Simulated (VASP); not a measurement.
# LiH (P-1) in VASP: a series of runs

LiH is run at these levels: PBEsol, RPBE; tasks: single point.

All numbers are computed with VASP 6.6.1; they aren't measurements. Logs are shortened: lines on timing, memory, paths and dates and some standing lists are left out, and cuts for length are marked.

## 1. The cell of the first run

The typed cell holds 2 atoms: a = 2.935 Å, b = 2.413 Å, c = 2.584 Å, α = 66.34°, β = 63.23°, γ = 61.42°.

## 2. Single point, PBEsol

Contents of INCAR:

```
SYSTEM = LiH
PREC = Accurate ; ENCUT = 520
EDIFF = 1E-6 ; ISMEAR = 0
SIGMA = 0.1 ; LREAL = .False.
LASPH = .True. ; NELM = 100
ALGO = Normal ; ISIF = 2
LWAVE = .False. ; LCHARG = .False.
GGA = PS ; NBANDS = 9
```

Contents of KPOINTS:

```
regular mesh
0
Gamma
  4 4 4
  0 0 0
```

Contents of POSCAR:

```
LiH
1.0
   -0.2365714710      2.0754627059      2.0618946233
    1.5844739025      0.0050238327      1.8202993196
    1.6969484552      1.9463419548     -0.1074507199
Li H
1 1
Direct
    0.0000000000      0.0000000000      0.0000000000
    0.5000000000      0.5000000000      0.5000000000
```

Potentials or basis: VASP PAW PBE potentials, release 64 (Li_sv, H).

On the command line:

```sh
$ cat potpaw_PBE.64/Li_sv/POTCAR potpaw_PBE.64/H/POTCAR > POTCAR
$ mpirun -np 1 vasp_std > vasp.out
```

OUTCAR:

```text
SYSTEM = LiH
   PREC = Accurate
   ENCUT = 520
   EDIFF = 1E-6
   ISMEAR = 0
   LREAL = .False.
   LASPH = .True.
   NELM = 100
   ISIF = 2
   GGA = PS

 ion  position               nearest neighbor table
   1  0.000  0.000  0.000-
   2  0.500  0.500  0.500-

  Warning from LATTYP: Got some problem with cell dimensions!
  Tried to take original basis but could not verify dimensions!
  LATTYP: Found a triclinic cell.
 ALAT       =     2.5844586903
 B/A-ratio  =     2.7748696805
 C/A-ratio  =     3.2424683192
 COS(alpha) =     0.0015406774
 COS(beta)  =     0.5856127873
 COS(gamma) =     0.8065054941

  Lattice vectors:

 A1 = (  -1.6969484552,  -1.9463419548,   0.1074507199)
 A2 = (  -6.7994161864,  -1.8272688691,  -1.3638025761)
 A3 = (   1.8326677391,  -8.0285378233,   1.5520101520)

Analysis of symmetry for initial positions (statically):
=====================================================================
 Subroutine PRICEL returns:
 Original cell was already a primitive cell.

 Routine SETGRP: Setting up the symmetry group for a
 triclinic supercell.

 Subroutine GETGRP returns: Found  2 space group operations
 (whereof  2 operations were pure point group operations)
 out of a pool of  2 trial point group operations.

The static configuration has the point symmetry S_2 .

Analysis of symmetry for dynamics (positions and initial velocities):
=====================================================================
 Subroutine PRICEL returns:
 Original cell was already a primitive cell.

 Routine SETGRP: Setting up the symmetry group for a
 triclinic supercell.

 Subroutine GETGRP returns: Found  2 space group operations
 (whereof  2 operations were pure point group operations)
 out of a pool of  2 trial point group operations.

The dynamic configuration has the point symmetry S_2 .

 Subroutine INISYM returns: Found  2 space group operations
 (whereof  2 operations are pure point group operations),
 and found     1 'primitive' translations

----------------------------------------------------------------------------------------

                                     Primitive cell

  volume of cell :      13.9438

  direct lattice vectors                    reciprocal lattice vectors
    -0.236571471  2.075462706  2.061894623    -0.254124722  0.233738763  0.220556982
     1.584473903  0.005023833  1.820299320     0.303802509 -0.249107752  0.285603759
     1.696948455  1.946341955 -0.107450720     0.270199246  0.265182277 -0.235925972

  length of vectors
     2.935118557  2.413311501  2.584458690     0.409705462  0.485716114  0.446083329

  position of ions in fractional coordinates (direct lattice)
     0.000000000  0.000000000  0.000000000
     0.500000000  0.500000000  0.500000000

  ion indices of the primitive-cell ions
   primitive index   ion index
                 1           1
                 2           2

----------------------------------------------------------------------------------------

 KPOINTS: regular mesh

Automatic generation of k-mesh.
 Grid dimensions read from file:
 generate k-points for:    4    4    4

 Generating k-lattice:

  Cartesian coordinates                     Fractional coordinates (reciprocal lattice)
    -0.063531180  0.058434691  0.055139246     0.250000000  0.000000000  0.000000000
     0.075950627 -0.062276938  0.071400940     0.000000000  0.250000000 -0.000000000
     0.067549812  0.066295569 -0.058981493    -0.000000000  0.000000000  0.250000000

  Length of vectors
     0.102426366  0.121429029  0.111520832

  Shift w.r.t. Gamma in fractional coordinates (k-lattice)
     0.000000000  0.000000000  0.000000000

 Subroutine IBZKPT returns following result:
 ===========================================

 Found     36 irreducible k-points:

 Following reciprocal coordinates:
            Coordinates               Weight
  0.000000  0.000000  0.000000      1.000000
  0.250000  0.000000  0.000000      2.000000
  0.500000  0.000000  0.000000      1.000000
  0.000000  0.250000 -0.000000      2.000000
  0.250000  0.250000  0.000000      2.000000
  0.500000  0.250000  0.000000      2.000000
[... 16 lines left out ...]
 -0.000000 -0.250000  0.250000      2.000000
  0.250000 -0.250000  0.250000      2.000000
 [... further k-points ...]
   k-points           NKPTS =     36   k-points in BZ     NKDIM =     36   number of bands    NBANDS=      9
   number of dos      NEDOS =    301   number of ions     NIONS =      2
   total plane-waves  NPLWV =   8640
   dimension x,y,z NGX =    24 NGY =   18 NGZ =   20
   dimension x,y,z NGXF=    48 NGYF=   36 NGZF=   40
   ions per type =               1   1
   NGX,Y,Z   is equivalent  to a cutoff of  13.59, 12.40, 12.87 a.u.
   NGXF,Y,Z  is equivalent  to a cutoff of  27.19, 24.80, 25.73 a.u.
 SYSTEM =  LiH
   PREC   = accura    normal or accurate (medium, high low for compatibility)
   ISTART =      0    job   : 0-new  1-cont  2-samecut
   ICHARG =      2    charge: 1-file 2-atom 10-const
   ISPIN  =      1    spin polarized calculation?
   LNONCOLLINEAR =      F non collinear calculations
   LSORBIT =      F    spin-orbit coupling
   LASPH  =      T    aspherical Exc in radial PAW
   ENCUT  =  520.0 eV  38.22 Ry    6.18 a.u.   5.46  4.49  4.81*2*pi/ulx,y,z
   NELM   =    100;   NELMIN=  2; NELMDL= -5     # of ELM steps
   EDIFF  = 0.1E-05   stopping-criterion for ELM
   LREAL  =      F    real-space projection
   EDIFFG = 0.1E-04   stopping-criterion for IOM
   NSW    =      0    number of steps for IOM
   IBRION =     -1    ionic relax: 0-MD 1-quasi-New 2-CG
   NFREE  =      0    steps in history (QN), initial steepest desc. (CG)
   ISIF   =      2    stress and relaxation
   ISYM   =      2    0-nonsym 1-usesym 2-fastsym
   POTIM  = 0.5000    time-step for ionic-motion
   TEBEG  =    0.0;   TEEND  =   0.0 temperature during run
   PSTRESS=    0.0 pullay stress
   NELECT =       4.0000    total number of electrons
   NUPDOWN=      -1.0000    fix difference up-down
   EMIN   =  10.00;   EMAX   =-10.00  energy-range for DOS
   EFERMI =   0.00;   METHOD = LEGACY
   ISMEAR =     0;   SIGMA  =   0.10  broadening in eV -4-tet -1-fermi 0-gaus
   EFERMI_NEDOS =   21; number of points for ismear=-14 and -15
   IALGO  =     38    algorithm
   IMIX   =      4    mixing-type and parameters
     AMIX     =   0.40;   BMIX     =  1.00
     AMIX_MAG =   1.60;   BMIX_MAG =  1.00
  volume/ion in A,a.u.               =       6.97        47.05
  Fermi-wavevector in a.u.,A,eV,Ry     =   1.079695  2.040328 15.860873  1.165741
  Thomas-Fermi vector in A             =   2.215667
   LORBIT       =      0    0 simple, 1 ext, 2 COOP (PROOUT), +10 PAW based schemes
   GGA     = PS    functional components
   LHFCALC =     F    Hartree Fock is set to
   AEXX    =    0.0000 exact exchange contribution
   IVDW    =     0    specifies the selected vdW correction
   LEPSILON=     F    determine dielectric tensor
   LRPA    =     F    only Hartree local field effects (RPA)
 non-spin polarized calculation
 Gauss-broadening in eV      SIGMA  =   0.10
  energy-cutoff  :      520.00
  volume of cell :       13.94
 maximum number of plane-waves:       388
 NGX is ok and might be reduce to    24
   NGX = 11   NGY =  9   NGZ =  9

 number of electron       3.9999999 magnetization

 Free energy of the ion-electron system (eV)
  ---------------------------------------------------
  ext. energy  EPLUGINS =         0.00000000
  ---------------------------------------------------
  free energy    TOTEN  =        -5.88847457 eV

  energy without entropy =       -5.88847457  energy(sigma->0) =       -5.88847457

 E-fermi :   2.3897     XC(G=0):  -9.0697

 val. band max:        1.8280942179   @ k =  -0.0000   0.5000   0.5000
 cond. band min:       2.8177628064   @ k =   0.5000  -0.0000   0.5000
 fundamental gap:      0.9896685885
 Fermi energy:         2.3896936221

 k-point     1 :       0.0000    0.0000    0.0000
  band No.  band energies     occupation
      1     -42.8614      2.00000
      2      -5.1680      2.00000
      3      15.9263      0.00000
      4      17.3321      0.00000
      5      20.2065      0.00000
      6      22.3307      0.00000
      7      23.4515      0.00000
      8      26.5727      0.00000
      9      28.1190      0.00000

 k-point     2 :       0.2500    0.0000    0.0000
  band No.  band energies     occupation
      1     -42.8362      2.00000
      2      -4.4130      2.00000
      3       8.7072      0.00000
      4      17.4895      0.00000
      5      20.3319      0.00000
      6      22.6727      0.00000
      7      24.1050      0.00000
      8      27.5870      0.00000
      9      29.1153      0.00000

 k-point     3 :       0.5000    0.0000    0.0000
  band No.  band energies     occupation
      1     -42.8107      2.00000
      2      -3.2975      2.00000
      3       4.8962      0.00000
      4      16.3622      0.00000
      5      20.0638      0.00000
      6      21.5629      0.00000
      7      24.1396      0.00000
      8      25.9935      0.00000
      9      33.4817      0.00000

 k-point     4 :       0.0000    0.2500   -0.0000
  band No.  band energies     occupation
      1     -42.7990      2.00000
      2      -3.7969      2.00000
      3      12.9446      0.00000
      4      14.0726      0.00000
      5      17.6068      0.00000
      6      19.3447      0.00000
      7      21.9104      0.00000
      8      24.9410      0.00000
      9      26.3677      0.00000
[... 205 lines left out ...]
 k-point    22 :      -0.2500    0.5000    0.2500
  band No.  band energies     occupation
      1     -42.7213      2.00000
      2       1.0313      2.00000
      3       5.2876      0.00000
      4       7.4879      0.00000
      5      14.0677      0.00000
      6      18.7526      0.00000
      7      24.4273      0.00000
      8      26.3658      0.00000
      9      31.0748      0.00000

 k-point    23 :      -0.0000   -0.2500    0.2500
  band No.  band energies     occupation
      1     -42.7603      2.00000
      2      -1.9904      2.00000
      3       9.1616      0.00000
      4      10.8394      0.00000
      5      14.8483      0.00000
      6      16.8001      0.00000
      7      21.8370      0.00000
      8      27.5625      0.00000
      9      30.8804      0.00000

 k-point    24 :       0.2500   -0.2500    0.2500
  band No.  band energies     occupation
      1     -42.7497      2.00000
      2      -0.9373      2.00000
      3       6.7696      0.00000
      4      10.2624      0.00000
      5      12.4370      0.00000
      6      17.3715      0.00000
      7      25.5302      0.00000
      8      31.3987      0.00000
      9      33.0009      0.00000

 [... further k-points ...]

------------------------ aborting loop because EDIFF is reached ----------------------------------------

  FORCE on cell =-STRESS in cart. coord.  units (eV):
  Direction    XX          YY          ZZ          XY          YZ          ZX
  --------------------------------------------------------------------------------------
  -------------------------------------------------------------------------------------
  Total        1.6577368     -0.0392238      0.3356523      0.4284780     -0.3142715      1.0217335
  in kB      190.4780634     -4.5069089     38.5672771     49.2331776    -36.1105769    117.3997060
  external PRESSURE =      74.8461439 kB  Pullay stress =       0.0000000 kB

 VOLUME and BASIS-vectors are now :
 -----------------------------------------------------------------------------
  energy-cutoff  :      520.00
  volume of cell :       13.94
      direct lattice vectors                 reciprocal lattice vectors
    -0.236571471  2.075462706  2.061894623    -0.254124722  0.233738763  0.220556982
     1.584473903  0.005023833  1.820299320     0.303802509 -0.249107752  0.285603759
     1.696948455  1.946341955 -0.107450720     0.270199246  0.265182277 -0.235925972

 POSITION                                       TOTAL-FORCE (eV/Angst)
 -----------------------------------------------------------------------------------
      0.00000      0.00000      0.00000        -0.000000     -0.000000      0.000000
      1.52243      2.01341      1.88737         0.000000      0.000000     -0.000000
 -----------------------------------------------------------------------------------
    total drift:                                0.000000     -0.000000     -0.000000

  FREE ENERGIE OF THE ION-ELECTRON SYSTEM (eV)
  ---------------------------------------------------
  free  energy   TOTEN  =        -5.8884745714 eV

  energy  without entropy=       -5.8884745714  energy(sigma->0) =       -5.88847457
```

Run time: 4.6 s. Hardware: 1 thread of Intel Xeon Platinum 8375C at 2.90GHz (Ice Lake), shared host; peak memory 0.12 GiB.

Results:

* Free energy: -5.8885 eV
* Band gap on the k mesh: 0.99 eV, indirect (least direct gap 2.20 eV)

Caveat: the k points lie up to 0.76 Å⁻¹ apart; the cutoff is under 1.25 times the usual one of these potentials, so pressure, stress and relaxed cells hold a basis-set (Pulay) error; the PAW data sets were made with another functional, which shifts forces and pressure a little.

## 3. Single point, RPBE

This run uses another cell than the first one, of 7.84 Å³/atom, 1.125 times its volume.

Contents of INCAR:

```
PREC = Accurate ; ENCUT = 520
EDIFF = 1E-6 ; ISMEAR = 0
SIGMA = 0.01 ; LREAL = False
LASPH = True ; NELM = 60
ALGO = Normal ; ISIF = 2
LWAVE = False ; LCHARG = True
GGA = RP ; LELF = True
LVHAR = True ; NBANDS = 9
```

Contents of KPOINTS:

```
Automatic mesh
0
Gamma
  4 4 4
  0.61 0.05 0.21
```

Contents of POSCAR:

```
LiH
1.0
    0.0221757995      2.1085425783      1.9732519356
    2.0637489422      0.0543850361      1.9410426991
    2.0095146373      2.0220990369      0.1086193410
Li H
1 1
Direct
    0.0000000000      0.0000000000      0.0000000000
    0.5000000000      0.5000000000      0.5000000000
```

Potentials or basis: VASP PAW PBE potentials, release 64 (Li_sv, H).

On the command line:

```sh
$ cat potpaw_PBE.64/Li_sv/POTCAR potpaw_PBE.64/H/POTCAR > POTCAR
$ mpirun -np 1 vasp_std > vasp.out
```

It took 13 s on 1 thread of AMD EPYC 7R43 (Zen 3), shared host; peak memory 0.1 GiB.

Results (log left out):

```yaml
Free_energy: -5.9857 eV
Band_gap_on_the_k_mesh: 3.67 eV, indirect (least direct gap 3.69 eV)
```

Levels at points of the mesh, in eV from the valence-band top:
| k point | band 1 | band 2 | band 3 | band 4 | band 5 | band 6 | band 7 |
| --- | --- | --- | --- | --- | --- | --- | --- |
| (-0.10, 0.01, 0.05) | -44.16 | -4.89 | 14.16 | 16.97 | 18.10 | 18.78 | 22.55 |

Caveat: the k points lie up to 0.72 Å⁻¹ apart; the cutoff is under 1.25 times the usual one of these potentials, so pressure, stress and relaxed cells hold a basis-set (Pulay) error; the PAW data sets were made with another functional, which shifts forces and pressure a little. RPBE gaps usually lie below the measured ones, often by a third to a half.
